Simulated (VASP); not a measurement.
# Ir (P6_3/mmc) in VASP: settings compared

Aim: see how the results for Ir move with the level of theory and the settings. Levels: PBEsol, PBEsol+D4. Tasks: relaxation of cell and atoms, relaxation of shape and atoms at fixed volume.

Everything below comes from runs of VASP 6.6.1. Logs are shortened: lines on timing, memory, paths and dates and some standing lists are left out, and cuts for length are marked.

## Step 1: The cell of the first run

It takes space group P6_3/mmc (No. 194, hexagonal). Conventional cell: a = 2.703 Å, b = 2.703 Å, c = 4.382 Å, α = 90.00°, β = 90.00°, γ = 120.00°. Within 3.5 Å of Ir (site symmetry -6m2) lie 12 Ir at 2.69 to 2.70 Å.

This isn't the form of Ir at room conditions, which is fcc.

## Step 2: Relaxation of cell and atoms, PBEsol, target pressure 15 GPa, at which the enthalpy is minimised

INCAR reads:

```
SYSTEM = Ir
PREC = Accurate
ENCUT = 500
EDIFF = 1E-7
ISMEAR = -1
SIGMA = 0.15
LREAL = .FALSE.
LASPH = .TRUE.
NELM = 120
ALGO = Normal
ISIF = 3
LWAVE = .FALSE.
LCHARG = .FALSE.
GGA = PS
IBRION = 2
NSW = 80
EDIFFG = -0.001
PSTRESS = 150.0
GGA_COMPAT = .FALSE.
NELMIN = 4
```

KPOINTS reads:

```
Automatic mesh
0
G
  18 18 10
  0 0 0
```

POSCAR reads:

```
Ir
1.0
    2.7026939374      0.0000000000      0.0000000000
   -1.3513469687      2.3406016084      0.0000000000
    0.0000000000      0.0000000000      4.3820156764
Ir
2
Direct
    0.6666666667      0.3333333333      0.7500000000
    0.3333333333      0.6666666667      0.2500000000
```

Potentials or basis: VASP PAW PBE potentials, release 64 (Ir).

Started as:

```bash
> cat potpaw_PBE.64/Ir/POTCAR > POTCAR
> mpirun -np 1 vasp_std > vasp.out
```

OUTCAR:

```text
SYSTEM = Ir
   PREC = Accurate
   ENCUT = 500
   EDIFF = 1E-7
   ISMEAR = -1
   LREAL = .FALSE.
   LASPH = .TRUE.
   NELM = 120
   ISIF = 3
   GGA = PS
   IBRION = 2
   NSW = 80
   EDIFFG = -0.001
   PSTRESS = 150.0
   NELMIN = 4

 ion  position               nearest neighbor table
   1  0.667  0.333  0.750-   2 2.69   2 2.69   2 2.69   2 2.69   2 2.69   2 2.69
   2  0.333  0.667  0.250-   1 2.69   1 2.69   1 2.69   1 2.69   1 2.69   1 2.69

  LATTYP: Found a hexagonal cell.
 ALAT       =     2.7026939374
 C/A-ratio  =     1.6213510586

  Lattice vectors:

 A1 = (   2.7026939374,   0.0000000000,   0.0000000000)
 A2 = (  -1.3513469687,   2.3406016084,   0.0000000000)
 A3 = (   0.0000000000,   0.0000000000,   4.3820156764)

Analysis of symmetry for initial positions (statically):
=====================================================================
 Subroutine PRICEL returns:
 Original cell was already a primitive cell.

 Routine SETGRP: Setting up the symmetry group for a
 hexagonal supercell.

 Subroutine GETGRP returns: Found 24 space group operations
 (whereof 12 operations were pure point group operations)
 out of a pool of 24 trial point group operations.

The static configuration has the point symmetry D_3d.
 The point group associated with its full space group is D_6h.

Analysis of symmetry for dynamics (positions and initial velocities):
=====================================================================
 Subroutine PRICEL returns:
 Original cell was already a primitive cell.

 Routine SETGRP: Setting up the symmetry group for a
 hexagonal supercell.

 Subroutine GETGRP returns: Found 24 space group operations
 (whereof 12 operations were pure point group operations)
 out of a pool of 24 trial point group operations.

The dynamic configuration has the point symmetry D_3d.
 The point group associated with its full space group is D_6h.

 Subroutine INISYM returns: Found 24 space group operations
 (whereof 12 operations are pure point group operations),
 and found     1 'primitive' translations

----------------------------------------------------------------------------------------

                                     Primitive cell

  volume of cell :      27.7203

  direct lattice vectors                    reciprocal lattice vectors
     2.702693937  0.000000000  0.000000000     0.370001200  0.213620292  0.000000000
    -1.351346969  2.340601608  0.000000000     0.000000000  0.427240585  0.000000000
     0.000000000  0.000000000  4.382015676     0.000000000  0.000000000  0.228205482

  length of vectors
[... 114 lines left out ...]
 non-spin polarized calculation
  energy-cutoff  :      500.00
  volume of cell :       27.72
 maximum number of plane-waves:       732
 NGX is ok and might be reduce to    20
   NGX =  9   NGY =  9   NGZ = 15

--------------------------------------- Ionic step        1  -------------------------------------------

 number of electron      18.0000000 magnetization

 Free energy of the ion-electron system (eV)
  ---------------------------------------------------
  ext. energy  EPLUGINS =         0.00000000
  ---------------------------------------------------
  free energy    TOTEN  =       -19.55337039 eV

  energy without entropy =      -19.38679560  energy(sigma->0) =      -19.47008299

------------------------ aborting loop because EDIFF is reached ----------------------------------------

  FORCE on cell =-STRESS in cart. coord.  units (eV):
  Direction    XX          YY          ZZ          XY          YZ          ZX
  --------------------------------------------------------------------------------------
  -------------------------------------------------------------------------------------
  Total        1.5713119      1.5713119      1.5819686     -0.0000000      0.0000000      0.0000000
  in kB       90.8185745     90.8185745     91.4345099     -0.0000000      0.0000000      0.0000000
  external PRESSURE =     -58.9761137 kB  Pullay stress =     150.0000000 kB
[... 97 lines left out ...]
  energy  without entropy=      -19.3640125497  energy(sigma->0) =      -19.44539746

  enthalpy is  TOTEN    =       -16.9650005093 eV   P V=        2.5617818608

[... ionic steps 4 to 7 ...]

--------------------------------------- Ionic step        8  -------------------------------------------

 number of electron      18.0000000 magnetization

------------------------ aborting loop because EDIFF is reached ----------------------------------------
[... 71 lines left out ...]
--------------------------------------- Ionic step       10  -------------------------------------------

 number of electron      18.0000000 magnetization

 Free energy of the ion-electron system (eV)
  ---------------------------------------------------
  ext. energy  EPLUGINS =         0.00000000
  ---------------------------------------------------
  free energy    TOTEN  =       -19.52580928 eV

  energy without entropy =      -19.36317689  energy(sigma->0) =      -19.44449309

 E-fermi :  10.9710     XC(G=0): -14.3000

 val. band max:       10.9606126451   @ k =   0.3333   0.0556   0.4000
 cond. band min:      10.9730063501   @ k =   0.3333   0.2778   0.3000
 fundamental gap:      0.0123937050
 Fermi energy:        10.9709916652

 k-point     1 :       0.0000    0.0000    0.0000
  band No.  band energies     occupation
      1      -0.7167      2.00000
      2       2.3568      2.00000
      3       6.7878      2.00000
      4       6.8933      2.00000
      5       6.8933      2.00000
      6       7.5973      2.00000
      7       7.5973      2.00000
      8       8.4582      2.00000
      9       8.4582      2.00000
     10       9.9961      1.99699
     11      11.2734      0.23512
     12      11.2734      0.23512
     13      18.3509      0.00000
[... 354 lines left out ...]
  band No.  band energies     occupation
      1       3.3532      2.00000
      2       3.4649      2.00000
      3       3.7695      2.00000
      4       6.4764      2.00000
      5       6.6736      2.00000
      6       7.1793      2.00000
      7       7.7972      2.00000
      8      11.1639      0.43303
      9      11.6669      0.01914
     10      11.8088      0.00748
     11      13.6613      0.00000
     12      16.9142      0.00000
     13      19.3418      0.00000

 [... further k-points ...]

------------------------ aborting loop because EDIFF is reached ----------------------------------------

  FORCE on cell =-STRESS in cart. coord.  units (eV):
  Direction    XX          YY          ZZ          XY          YZ          ZX
  --------------------------------------------------------------------------------------
  -------------------------------------------------------------------------------------
  Total        2.5620235      2.5620235      2.5606256     -0.0000000      0.0000000      0.0000000
  in kB      150.0717746    150.0717746    149.9898920     -0.0000000      0.0000000      0.0000000
  external PRESSURE =       0.0444804 kB  Pullay stress =     150.0000000 kB
[... 21 lines left out ...]
  energy  without entropy=      -19.3631768899  energy(sigma->0) =      -19.44449309

  enthalpy is  TOTEN    =       -16.9650111627 eV   P V=        2.5607981209

 reached required accuracy - stopping structural energy minimisation
```

OSZICAR:

```text
N       E                     dE             d eps       ncg     rms          rms(c)
DAV:   1     0.151113485818E+03    0.15111E+03   -0.84847E+03  5772   0.136E+03
DAV:   2    -0.143578772793E+02   -0.16547E+03   -0.15284E+03  5917   0.374E+02
DAV:   3    -0.206516114696E+02   -0.62937E+01   -0.59498E+01  7219   0.816E+01
[... 71 lines left out ...]
       N       E                     dE             d eps       ncg     rms          rms(c)
DAV:   1    -0.195258115838E+02   -0.18138E-03   -0.13461E-04  6112   0.114E-01    0.965E-03
DAV:   2    -0.195258099048E+02    0.16790E-05   -0.23111E-06  7062   0.201E-02    0.378E-03
DAV:   3    -0.195258093379E+02    0.56687E-06   -0.86845E-07  6664   0.103E-02    0.117E-03
DAV:   4    -0.195258092836E+02    0.54265E-07   -0.51481E-08  2901   0.324E-03
  10 F= -.16965011E+02 E0= -.16883695E+02  d E =-.184598E-05
```

CONTCAR:

```text
Ir
   1.00000000000000
     2.6902528703396289   -0.0000000000000000   -0.0000000000000000
    -1.3451264351698144    2.3298273282711248   -0.0000000000000000
     0.0000000000000000    0.0000000000000000    4.3639305185457555
  Ir
     2
Direct
     0.6666666667000030    0.3333333332999970    0.7500000000000000
     0.3333333332999970    0.6666666667000030    0.2500000000000000

  0.00000000E+00  0.00000000E+00  0.00000000E+00
  0.00000000E+00  0.00000000E+00  0.00000000E+00
```

Wall time 5.8 min (1 thread of Intel Xeon 8259CL, shared host); peak memory 0.21 GiB.

What came out:

* Free energy: -19.5258 eV
* Relaxed volume: 13.68 Å³/atom
* Relaxed cell: a = 2.690 Å, b = 2.690 Å, c = 4.364 Å, α = 90.00°, β = 90.00°, γ = 120.00°
* Space group after relaxing (to 0.1 Å): P6_3/mmc (No. 194)
* Energy change on relaxing (the run minimises the enthalpy): +13.8 meV/atom
* Ionic steps: 10
* Pressure after relaxing: 15.0 GPa
* Band gap on the k mesh: zero (bands 9 and 10 overlap by 3.56 eV)

The path:
```tsv
step	energy change (eV)	largest force (eV/Å)	pressure (GPa)	volume (Å³)
1	0.0000	0.0000	9.10	27.72
2	0.3358	0.0000	47.55	25.72
3	0.0266	0.0000	14.83	27.36
4	0.0274	0.0000	14.98	27.35
5	0.0281	0.0000	15.11	27.35
6	0.0254	0.0000	14.60	27.38
7	0.0274	0.0000	14.97	27.35
8	0.0273	0.0000	14.96	27.36
9	0.0277	0.0000	15.03	27.35
10	0.0276	0.0000	15.00	27.35
```

Final structure:
```xyz
2
Lattice="2.6903 0.0000 0.0000 -1.3451 2.3298 0.0000 0.0000 0.0000 4.3639" Properties=species:S:1:pos:R:3 pbc="T T T"
Ir    1.3451    0.7766    3.2729
Ir    0.0000    1.5532    1.0910
```

Caveat: the cell is relaxed towards a set pressure, so the run minimises the enthalpy, not the energy; the PAW data sets were made with another functional, which shifts forces and pressure a little; spin-orbit coupling is left out, which moves the levels of the heavy elements.

## Step 3: Relaxation of cell and atoms, PBEsol, target pressure 8 GPa, at which the enthalpy is minimised

This run uses another cell than the first one, of 14.03 Å³/atom.

INCAR reads:

```
SYSTEM = Ir
ALGO = Normal ; EDIFF = 1E-7
EDIFFG = -0.001 ; ENCUT = 500
GGA = PS ; GGA_COMPAT = .False.
IBRION = 2 ; ISIF = 3
ISMEAR = -1 ; LASPH = .True.
LCHARG = .False. ; LREAL = .False.
LWAVE = .False. ; NELM = 120
NELMIN = 4 ; NSW = 80
PREC = Accurate ; PSTRESS = 80.0
SIGMA = 0.15
```

KPOINTS reads:

```
k-points
0
Gamma
  18 18 10
  0 0 0
```

POSCAR reads:

```
Ir
1.0
    2.7140807566      0.0000000000      0.0000000000
   -1.3570403783      2.3504628831      0.0000000000
    0.0000000000      0.0000000000      4.3990959669
Ir
2
Direct
    0.6666666667      0.3333333333      0.7500000000
    0.3333333333      0.6666666667      0.2500000000
```

Potentials or basis: VASP PAW PBE potentials, release 64 (Ir).

Started as:

```bash
> cat potpaw_PBE.64/Ir/POTCAR > POTCAR
> mpirun -np 1 vasp_std > vasp.out
```

It took 4.3 min on 1 thread of Intel Xeon 8259CL, shared host; peak memory 0.2 GiB.

The run converged. Its results:

```
Free energy                                                : -19.5574 eV
Relaxed volume                                             : 13.90 Å³/atom
Relaxed cell                                               : a = 2.705 Å, b = 2.705 Å, c = 4.386 Å, α = 90.00°, β = 90.00°, γ = 120.00°
Space group after relaxing (to 0.1 Å)                      : P6_3/mmc (No. 194)
Energy change on relaxing (the run minimises the enthalpy) : +5.1 meV/atom
Ionic steps                                                : 6
Pressure after relaxing                                    : 8.0 GPa
Band gap on the k mesh                                     : zero (bands 9 and 10 overlap by 3.47 eV)
```

The path:
| step | energy change (eV) | largest force (eV/Å) | pressure (GPa) | volume (Å³) |
| --- | --- | --- | --- | --- |
| 1 | 0.0000 | 0.0000 | 4.01 | 28.06 |
| 2 | 0.1313 | 0.0000 | 27.33 | 26.67 |
| 3 | 0.0099 | 0.0000 | 7.93 | 27.80 |
| 4 | 0.0101 | 0.0000 | 8.01 | 27.79 |
| 5 | 0.0101 | 0.0000 | 8.01 | 27.79 |
| 6 | 0.0101 | 0.0000 | 8.01 | 27.79 |

Final structure:
```
CELL_PARAMETERS angstrom
2.70493 0.00000 0.00000
-1.35246 2.34253 0.00000
0.00000 0.00000 4.38606
ATOMIC_POSITIONS crystal
Ir 0.66667 0.33333 0.75000
Ir 0.33333 0.66667 0.25000
```

Levels at points of the mesh, in eV from the Fermi level:
```tsv
k point	band 6	band 7	band 8	band 9	band 10	band 11	band 12	band 13
(0.00, 0.00, 0.00)	-3.29	-3.29	-2.45	-2.45	-0.93	0.30	0.30	7.23
(0.50, 0.00, 0.00)	-3.59	-3.09	0.76	1.03	1.19	3.03	4.51	8.34
(0.00, 0.00, 0.50)	-4.10	-4.10	-4.10	-0.47	-0.47	-0.47	-0.47	13.62
(0.50, 0.00, 0.50)	-2.21	-1.04	-1.04	1.02	1.02	2.05	2.05	7.83
```

Caveat: the cell is relaxed towards a set pressure, so the run minimises the enthalpy, not the energy; the PAW data sets were made with another functional, which shifts forces and pressure a little; spin-orbit coupling is left out, which moves the levels of the heavy elements.

## Step 4: Relaxation of shape and atoms at fixed volume, PBEsol+D4

This run uses another cell than the first one, of 14.42 Å³/atom.

INCAR reads:

```
PREC = Accurate
ENCUT = 500
EDIFF = 1E-7
ISMEAR = -1
SIGMA = 0.15
LREAL = F
LASPH = T
NELM = 120
ALGO = Normal
ISIF = 4
LWAVE = F
LCHARG = F
GGA = PS
IVDW = 13
IBRION = 2
NSW = 80
EDIFFG = -0.001
GGA_COMPAT = F
NELMIN = 4
```

KPOINTS reads:

```
regular mesh
0
Gamma
  18 18 10
```

POSCAR reads:

```
Ir
1.0
    2.7393412416      0.0000000000      0.0000000000
   -1.3696706208      2.3723391048      0.0000000000
    0.0000000000      0.0000000000      4.4392254638
Ir
2
Direct
    0.6666666667      0.3333333333      0.7500000000
    0.3333333333      0.6666666667      0.2500000000
```

Potentials or basis: VASP PAW PBE potentials, release 64 (Ir).

Started as:

```bash
> cat potpaw_PBE.64/Ir/POTCAR > POTCAR
> mpirun -np 1 vasp_std > vasp.out
```

OUTCAR:

```text
PREC = Accurate
   ENCUT = 500
   EDIFF = 1E-7
   ISMEAR = -1
   LREAL = F
   LASPH = T
   NELM = 120
   ISIF = 4
   GGA = PS
   IVDW = 13
   IBRION = 2
   NSW = 80
   EDIFFG = -0.001
   NELMIN = 4

 ion  position               nearest neighbor table
   1  0.667  0.333  0.750-   2 2.73   2 2.73   2 2.73   2 2.73   2 2.73   2 2.73
   2  0.333  0.667  0.250-   1 2.73   1 2.73   1 2.73   1 2.73   1 2.73   1 2.73

  LATTYP: Found a hexagonal cell.
 ALAT       =     2.7393412416
 C/A-ratio  =     1.6205448947

  Lattice vectors:

 A1 = (   2.7393412416,   0.0000000000,   0.0000000000)
 A2 = (  -1.3696706208,   2.3723391048,   0.0000000000)
 A3 = (   0.0000000000,   0.0000000000,   4.4392254638)

Analysis of symmetry for initial positions (statically):
=====================================================================
 Subroutine PRICEL returns:
 Original cell was already a primitive cell.

 Routine SETGRP: Setting up the symmetry group for a
 hexagonal supercell.

 Subroutine GETGRP returns: Found 24 space group operations
[... 257 lines left out ...]

 E-fermi :  10.0203     XC(G=0): -13.9869

 val. band max:       10.0168301476   @ k =   0.3333   0.0556   0.4000
 cond. band min:      10.0249150987   @ k =   0.0556  -0.0000   0.4000
 fundamental gap:      0.0080849512
 Fermi energy:        10.0202583490

 k-point     1 :       0.0000    0.0000    0.0000
  band No.  band energies     occupation
      1      -1.0699      2.00000
      2       2.0008      2.00000
      3       6.1873      2.00000
      4       6.2773      2.00000
      5       6.2773      2.00000
      6       6.9231      2.00000
      7       6.9231      2.00000
      8       7.7007      2.00000
      9       7.7007      2.00000
     10       9.2108      1.99098
     11      10.3029      0.26381
     12      10.3029      0.26381
     13      16.9157      0.00000
[... 354 lines left out ...]
  band No.  band energies     occupation
      1       2.9493      2.00000
      2       3.0476      2.00000
      3       3.3856      2.00000
      4       5.8844      2.00000
      5       6.0239      2.00000
      6       6.5336      2.00000
      7       7.1041      2.00000
      8      10.2003      0.46286
      9      10.6527      0.02907
     10      10.7879      0.01191
     11      12.5069      0.00000
     12      15.5995      0.00000
     13      18.0388      0.00000

 [... further k-points ...]

------------------------ aborting loop because EDIFF is reached ----------------------------------------

  DFT-D4 for vdW energy calculation

  Edisp (eV):   -1.05926
[... 25 lines left out ...]
  FREE ENERGIE OF THE ION-ELECTRON SYSTEM (eV)
  ---------------------------------------------------
  free  energy   TOTEN  =       -20.6208468562 eV

  energy  without entropy=      -20.4419766344  energy(sigma->0) =      -20.53141175

 reached required accuracy - stopping structural energy minimisation
```

OSZICAR:

```text
N       E                     dE             d eps       ncg     rms          rms(c)
DAV:   1     0.147989558527E+03    0.14799E+03   -0.84223E+03  5780   0.135E+03
DAV:   2    -0.141040876698E+02   -0.16209E+03   -0.14937E+03  5907   0.369E+02
[... 17 lines left out ...]
   2 F= -.20620846E+02 E0= -.20531405E+02  d E =-.268083E-05
       N       E                     dE             d eps       ncg     rms          rms(c)
DAV:   1    -0.195615901471E+02   -0.26730E-05   -0.14470E-04  6067   0.106E-01    0.734E-03
DAV:   2    -0.195615884559E+02    0.16912E-05   -0.22658E-06  7454   0.177E-02    0.330E-03
DAV:   3    -0.195615880364E+02    0.41943E-06   -0.75706E-07  6259   0.805E-03    0.107E-03
DAV:   4    -0.195615880480E+02   -0.11606E-07   -0.50821E-08  2921   0.336E-03
   3 F= -.20620847E+02 E0= -.20531412E+02  d E =-.352274E-05
```

Run time: 2.3 min. Hardware: 1 thread of Intel Xeon 8259CL, shared host; peak memory 0.2 GiB.

What came out:

- Free energy: -20.6208 eV
- Energy gained by relaxing: 0.0 meV/atom
- Ionic steps: 3
- Pressure after relaxing: -11.5 GPa
- Band gap on the k mesh: zero (bands 9 and 10 overlap by 3.26 eV)
- Dispersion energy per atom: -0.530 eV

Final structure:
```cif
data_structure
_symmetry_space_group_name_H-M 'P 1'
_symmetry_Int_Tables_number 1
_cell_length_a 2.7397
_cell_length_b 2.7397
_cell_length_c 4.4380
_cell_angle_alpha 90.000
_cell_angle_beta 90.000
_cell_angle_gamma 120.000
_cell_volume 28.85
loop_
_atom_site_label
_atom_site_type_symbol
_atom_site_fract_x
_atom_site_fract_y
_atom_site_fract_z
_atom_site_occupancy
Ir1 Ir 0.66667 0.33333 0.75000 1
Ir2 Ir 0.33333 0.66667 0.25000 1
```

Caveat: the PAW data sets were made with another functional, which shifts forces and pressure a little; spin-orbit coupling is left out, which moves the levels of the heavy elements.

(Part 1 of 2 ends here.)
